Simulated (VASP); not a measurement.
# Pt (Fm-3m) in VASP: a series of runs

The runs below take Pt through single point, with PBEsol, revPBE, LDA, RPBE.

Program: VASP 6.6.1. These are calculated values, not measurements. Logs are shortened: lines on timing, memory, paths and dates and some standing lists are left out, and cuts for length are marked.

## (1) The cell of the first run

Symmetry: Fm-3m, No. 225, cubic system. The conventional cell has a = 3.922 Å, b = 3.922 Å, c = 3.922 Å, α = 90.00°, β = 90.00°, γ = 90.00°. Pt (site symmetry m-3m) has 12 Pt at 2.77 Å within 3.7 Å.

## (2) Single point, PBEsol

Input file INCAR:

```
SYSTEM = Pt
PREC     = Accurate       ! precision mode
ENCUT    = 520            ! plane-wave cutoff, eV
EDIFF    = 1E-7           ! SCF threshold, eV
ISMEAR   = 1              ! smearing method
SIGMA    = 0.05           ! smearing width, eV
LREAL    = .FALSE.        ! projectors in reciprocal space
LASPH    = .TRUE.         ! aspherical terms in the spheres
NELM     = 80             ! most SCF steps
ALGO     = Normal         ! electronic algorithm
ISIF     = 2              ! what is computed and relaxed
LWAVE    = .FALSE.        ! write WAVECAR
LCHARG   = .FALSE.        ! write CHGCAR
GGA      = PS             ! functional
NBANDS   = 11             ! bands
```

Input file KPOINTS:

```
Automatic mesh
0
G
  15 15 15
  0 0 0
```

Input file POSCAR:

```
Pt
1.0
    0.0000000000      1.9609000000      1.9609000000
    1.9609000000      0.0000000000      1.9609000000
    1.9609000000      1.9609000000      0.0000000000
Pt
1
Direct
    0.0000000000      0.0000000000      0.0000000000
```

Potentials or basis: VASP PAW PBE potentials, release 64 (Pt).

On the command line:

```console
$ cat potpaw_PBE.64/Pt/POTCAR > POTCAR
$ mpirun -np 1 vasp_std > vasp.out
```

OUTCAR:

```text
SYSTEM = Pt
   PREC = Accurate
   ENCUT = 520
   EDIFF = 1E-7
   ISMEAR = 1
   LREAL = .FALSE.
   LASPH = .TRUE.
   NELM = 80
   ISIF = 2
   GGA = PS

 ion  position               nearest neighbor table
   1  0.000  0.000  0.000-

  LATTYP: Found a face centered cubic cell.
 ALAT       =     3.9218000000

  Lattice vectors:

 A1 = (   0.0000000000,   1.9609000000,   1.9609000000)
 A2 = (   1.9609000000,   0.0000000000,   1.9609000000)
 A3 = (   1.9609000000,   1.9609000000,   0.0000000000)

Analysis of symmetry for initial positions (statically):
=====================================================================
 Subroutine PRICEL returns:
 Original cell was already a primitive cell.

 Routine SETGRP: Setting up the symmetry group for a
 face centered cubic supercell.

 Subroutine GETGRP returns: Found 48 space group operations
 (whereof 48 operations were pure point group operations)
 out of a pool of 48 trial point group operations.

The static configuration has the point symmetry O_h .

Analysis of symmetry for dynamics (positions and initial velocities):
=====================================================================
 Subroutine PRICEL returns:
 Original cell was already a primitive cell.

 Routine SETGRP: Setting up the symmetry group for a
 face centered cubic supercell.

 Subroutine GETGRP returns: Found 48 space group operations
 (whereof 48 operations were pure point group operations)
 out of a pool of 48 trial point group operations.

The dynamic configuration has the point symmetry O_h .

 Subroutine INISYM returns: Found 48 space group operations
 (whereof 48 operations are pure point group operations),
 and found     1 'primitive' translations

----------------------------------------------------------------------------------------

                                     Primitive cell

  volume of cell :      15.0798

  direct lattice vectors                    reciprocal lattice vectors
     0.000000000  1.960900000  1.960900000    -0.254984956  0.254984956  0.254984956
     1.960900000  0.000000000  1.960900000     0.254984956 -0.254984956  0.254984956
     1.960900000  1.960900000  0.000000000     0.254984956  0.254984956 -0.254984956

  length of vectors
     2.773131374  2.773131374  2.773131374     0.441646899  0.441646899  0.441646899

  position of ions in fractional coordinates (direct lattice)
     0.000000000  0.000000000  0.000000000

  ion indices of the primitive-cell ions
   primitive index   ion index
                 1           1

----------------------------------------------------------------------------------------

 KPOINTS: Automatic mesh

Automatic generation of k-mesh.
 Grid dimensions read from file:
 generate k-points for:   15   15   15

 Generating k-lattice:

  Cartesian coordinates                     Fractional coordinates (reciprocal lattice)
    -0.016998997  0.016998997  0.016998997     0.066666667  0.000000000  0.000000000
     0.016998997 -0.016998997  0.016998997     0.000000000  0.066666667  0.000000000
     0.016998997  0.016998997 -0.016998997     0.000000000  0.000000000  0.066666667

  Length of vectors
     0.029443127  0.029443127  0.029443127

  Shift w.r.t. Gamma in fractional coordinates (k-lattice)
     0.000000000  0.000000000  0.000000000

 Subroutine IBZKPT returns following result:
 ===========================================

 Found    120 irreducible k-points:

 Following reciprocal coordinates:
            Coordinates               Weight
  0.000000  0.000000  0.000000      1.000000
  0.066667  0.000000  0.000000      8.000000
  0.133333  0.000000  0.000000      8.000000
  0.200000  0.000000  0.000000      8.000000
  0.266667  0.000000  0.000000      8.000000
  0.333333  0.000000  0.000000      8.000000
[... 16 lines left out ...]
  0.133333  0.133333  0.000000      6.000000
  0.200000  0.133333  0.000000     24.000000
 [... further k-points ...]
   k-points           NKPTS =    120   k-points in BZ     NKDIM =    120   number of bands    NBANDS=     11
   number of dos      NEDOS =    301   number of ions     NIONS =      1
   total plane-waves  NPLWV =  13824
   dimension x,y,z NGX =    24 NGY =   24 NGZ =   24
   dimension x,y,z NGXF=    48 NGYF=   48 NGZF=   48
   ions per type =               1
   NGX,Y,Z   is equivalent  to a cutoff of  14.39, 14.39, 14.39 a.u.
   NGXF,Y,Z  is equivalent  to a cutoff of  28.78, 28.78, 28.78 a.u.
 SYSTEM =  Pt
   PREC   = accura    normal or accurate (medium, high low for compatibility)
   ISTART =      0    job   : 0-new  1-cont  2-samecut
   ICHARG =      2    charge: 1-file 2-atom 10-const
   ISPIN  =      1    spin polarized calculation?
   LNONCOLLINEAR =      F non collinear calculations
   LSORBIT =      F    spin-orbit coupling
   LASPH  =      T    aspherical Exc in radial PAW
   ENCUT  =  520.0 eV  38.22 Ry    6.18 a.u.   5.16  5.16  5.16*2*pi/ulx,y,z
   NELM   =     80;   NELMIN=  2; NELMDL= -5     # of ELM steps
   EDIFF  = 0.1E-06   stopping-criterion for ELM
   LREAL  =      F    real-space projection
   EDIFFG = 0.1E-05   stopping-criterion for IOM
   NSW    =      0    number of steps for IOM
   IBRION =     -1    ionic relax: 0-MD 1-quasi-New 2-CG
   NFREE  =      0    steps in history (QN), initial steepest desc. (CG)
   ISIF   =      2    stress and relaxation
   ISYM   =      2    0-nonsym 1-usesym 2-fastsym
   POTIM  = 0.5000    time-step for ionic-motion
   TEBEG  =    0.0;   TEEND  =   0.0 temperature during run
   PSTRESS=    0.0 pullay stress
   NELECT =      10.0000    total number of electrons
   NUPDOWN=      -1.0000    fix difference up-down
   EMIN   =  10.00;   EMAX   =-10.00  energy-range for DOS
   EFERMI =   0.00;   METHOD = LEGACY
   ISMEAR =     1;   SIGMA  =   0.05  broadening in eV -4-tet -1-fermi 0-gaus
   EFERMI_NEDOS =   21; number of points for ismear=-14 and -15
   IALGO  =     38    algorithm
   IMIX   =      4    mixing-type and parameters
     AMIX     =   0.40;   BMIX     =  1.00
     AMIX_MAG =   1.60;   BMIX_MAG =  1.00
  volume/ion in A,a.u.               =      15.08       101.76
  Fermi-wavevector in a.u.,A,eV,Ry     =   1.427609  2.697791 27.729605  2.038068
  Thomas-Fermi vector in A             =   2.547760
   LORBIT       =      0    0 simple, 1 ext, 2 COOP (PROOUT), +10 PAW based schemes
   GGA     = PS    functional components
   LHFCALC =     F    Hartree Fock is set to
   AEXX    =    0.0000 exact exchange contribution
   IVDW    =     0    specifies the selected vdW correction
   LEPSILON=     F    determine dielectric tensor
   LRPA    =     F    only Hartree local field effects (RPA)
 non-spin polarized calculation
 Methfessel and Paxton  Order N= 1 SIGMA  =   0.05
  energy-cutoff  :      520.00
  volume of cell :       15.08
 maximum number of plane-waves:       419
 NGX is ok and might be reduce to    24
   NGX = 11   NGY = 11   NGZ = 11

 number of electron      10.0000000 magnetization

 Free energy of the ion-electron system (eV)
  ---------------------------------------------------
  ext. energy  EPLUGINS =         0.00000000
  ---------------------------------------------------
  free energy    TOTEN  =        -6.96285651 eV

  energy without entropy =       -6.96288543  energy(sigma->0) =       -6.96286615

 E-fermi :  11.1089     XC(G=0): -13.6276

 val. band max:       11.1051060909   @ k =   0.4667   0.0000   0.0000
 cond. band min:      11.1307826477   @ k =  -0.4667   0.2000   0.0000
 fundamental gap:      0.0256765568
 Fermi energy:        11.1089006026

 k-point     1 :       0.0000    0.0000    0.0000
  band No.  band energies     occupation
      1       0.8006      2.00000
      2       7.2959      2.00000
      3       7.2959      2.00000
      4       7.2959      2.00000
      5       9.4766      2.00000
      6       9.4766      2.00000
      7      25.7201      0.00000
      8      30.6795      0.00000
      9      30.6795      0.00000
     10      30.6795      0.00000
     11      35.9767      0.00000

 k-point     2 :       0.0667    0.0000    0.0000
  band No.  band energies     occupation
      1       0.9794      2.00000
      2       7.2156      2.00000
      3       7.3669      2.00000
      4       7.3669      2.00000
      5       9.4368      2.00000
      6       9.4368      2.00000
      7      25.9988      0.00000
      8      29.7554      0.00000
      9      30.9547      0.00000
     10      30.9547      0.00000
     11      36.9804      0.00000

 k-point     3 :       0.1333    0.0000    0.0000
  band No.  band energies     occupation
      1       1.4919      2.00000
      2       7.0247      2.00000
      3       7.5395      2.00000
      4       7.5395      2.00000
      5       9.3686      2.00000
      6       9.3686      2.00000
      7      26.7178      0.00000
      8      27.9669      0.00000
      9      31.7431      0.00000
     10      31.7431      0.00000
     11      37.0672      0.00000

 k-point     4 :       0.2000    0.0000    0.0000
  band No.  band energies     occupation
      1       2.2486      2.00000
      2       6.8706      2.00000
      3       7.6797      2.00000
      4       7.6797      2.00000
      5       9.4269      2.00000
      6       9.4269      2.00000
      7      25.9705      0.00000
      8      27.4382      0.00000
      9      32.9103      0.00000
     10      32.9103      0.00000
     11      35.0811      0.00000

 k-point     5 :       0.2667    0.0000    0.0000
  band No.  band energies     occupation
      1       3.0359      2.00000
      2       7.0148      2.00000
      3       7.6500      2.00000
      4       7.6500      2.00000
      5       9.7562      2.00000
      6       9.7562      2.00000
      7      23.7884      0.00000
      8      27.3286      0.00000
      9      33.7604      0.00000
     10      33.7604      0.00000
     11      34.6886      0.00000
[... 211 lines left out ...]
 k-point    21 :      -0.1333    0.0667    0.0000
  band No.  band energies     occupation
      1       1.8742      2.00000
      2       6.8520      2.00000
      3       7.6713      2.00000
      4       7.6782      2.00000
      5       9.0851      2.00000
      6       9.6178      2.00000
      7      27.1797      0.00000
      8      27.3520      0.00000
      9      31.0735      0.00000
     10      32.9188      0.00000
     11      35.5186      0.00000

 k-point    22 :      -0.0667    0.0667    0.0000
  band No.  band energies     occupation
      1       1.2708      2.00000
      2       7.0688      2.00000
      3       7.4666      2.00000
      4       7.5130      2.00000
      5       9.2579      2.00000
      6       9.5105      2.00000
      7      26.4336      0.00000
      8      28.9121      0.00000
      9      30.7493      0.00000
     10      31.7016      0.00000
     11      37.6677      0.00000

 k-point    23 :       0.1333    0.1333    0.0000
  band No.  band energies     occupation
      1       1.7281      2.00000
      2       6.7143      2.00000
      3       7.7863      2.00000
      4       7.7863      2.00000
      5       8.8360      2.00000
      6       9.7224      2.00000
      7      27.1555      0.00000
      8      29.1222      0.00000
      9      30.6042      0.00000
     10      30.6042      0.00000
     11      38.6069      0.00000

 k-point    24 :       0.2000    0.1333    0.0000
  band No.  band energies     occupation
      1       2.3093      2.00000
      2       6.4589      2.00000
      3       7.9551      2.00000
      4       8.0273      2.00000
      5       8.7022      2.00000
      6       9.8574      2.00000
      7      27.7718      0.00000
      8      27.9949      0.00000
      9      30.4761      0.00000
     10      31.1048      0.00000
     11      36.2326      0.00000

 [... further k-points ...]
[... 5 lines left out ...]
  --------------------------------------------------------------------------------------
  -------------------------------------------------------------------------------------
  Total       -0.1157283     -0.1157283     -0.1157283      0.0000000      0.0000000      0.0000000
  in kB      -12.2957144    -12.2957144    -12.2957144      0.0000000      0.0000000      0.0000000
  external PRESSURE =     -12.2957144 kB  Pullay stress =       0.0000000 kB

 VOLUME and BASIS-vectors are now :
 -----------------------------------------------------------------------------
  energy-cutoff  :      520.00
  volume of cell :       15.08
      direct lattice vectors                 reciprocal lattice vectors
     0.000000000  1.960900000  1.960900000    -0.254984956  0.254984956  0.254984956
     1.960900000  0.000000000  1.960900000     0.254984956 -0.254984956  0.254984956
     1.960900000  1.960900000  0.000000000     0.254984956  0.254984956 -0.254984956

 POSITION                                       TOTAL-FORCE (eV/Angst)
 -----------------------------------------------------------------------------------
      0.00000      0.00000      0.00000         0.000000      0.000000      0.000000
 -----------------------------------------------------------------------------------
    total drift:                                0.000000      0.000000     -0.000000

  FREE ENERGIE OF THE ION-ELECTRON SYSTEM (eV)
  ---------------------------------------------------
  free  energy   TOTEN  =        -6.9628565106 eV

  energy  without entropy=       -6.9628854325  energy(sigma->0) =       -6.96286615
```

Wall time 6.7 s (1 thread of Intel Xeon 6975P-C (Granite Rapids), shared host); peak memory 0.15 GiB.

Results:

```
Free energy            : -6.9629 eV
Pressure               : -1.2 GPa
Band gap on the k mesh : zero (band 5 reaches 11.55 eV, above the bottom of band 6 at 9.37 eV)
```

Caveat: the PAW data sets were made with another functional, which shifts forces and pressure a little; spin-orbit coupling is left out, which moves the levels of the heavy elements.

[end of part 1 of 2]
